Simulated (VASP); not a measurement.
Write the native input for VASP 6.6.1 that does the following.

```
Task                   : single point
Functional             : PBE
Potentials or basis    : VASP PAW PBE potentials, release 64 (Fe)
Cutoff                 : 520 eV
k mesh                 : 11 × 11 × 1
Occupations            : fermi-dirac, width 0.1 eV
Spin                   : collinear spin, ferromagnetic start
Starting moments       : [2.5] μB
Dipole correction      : yes
Further INCAR settings : ALGO = Normal; EDIFF = 1e-06; NBANDS = 14
```

The structure of Fe lies in POSCAR:

```
Fe
1.0
    4.0041382870      0.0000000000      0.0000000000
   -2.0020691435      3.4676854768      0.0000000000
    0.0000000000      0.0000000000     16.0000000000
Fe
1
Direct
    0.0000000000      0.0000000000      0.5000000000
```

The input as run:

INCAR

```
SYSTEM = Fe
PREC = Accurate ; ENCUT = 520
EDIFF = 1E-6 ; ISMEAR = -1
SIGMA = 0.1 ; LREAL = .False.
LASPH = .True. ; NELM = 150
ALGO = Normal ; ISIF = 2
LWAVE = .False. ; LCHARG = .False.
ISPIN = 2 ; MAGMOM = 2.5
LORBIT = 11 ; LMAXMIX = 4
LDIPOL = .True. ; IDIPOL = 3
DIPOL = 0.5 0.5 0.500 ; GGA = PE
NBANDS = 14
```

KPOINTS

```
regular mesh
0
Gamma
  11 11 1
  0 0 0
```

Potentials or basis: VASP PAW PBE potentials, release 64 (Fe).

Run with:

```console
$ cat potpaw_PBE.64/Fe/POTCAR > POTCAR
$ mpirun -np 1 vasp_std > vasp.out
```

Results of the run:

```
Net moment                                            : 3.77 μB per cell
Site moments                                          : Fe +3.49 μB
Valence electrons inside the program's atomic spheres : Fe 6.46
```

Wall time 4.1 min on 1 thread of Intel Xeon 6975P-C, on a shared host, peak memory 0.4 GiB.
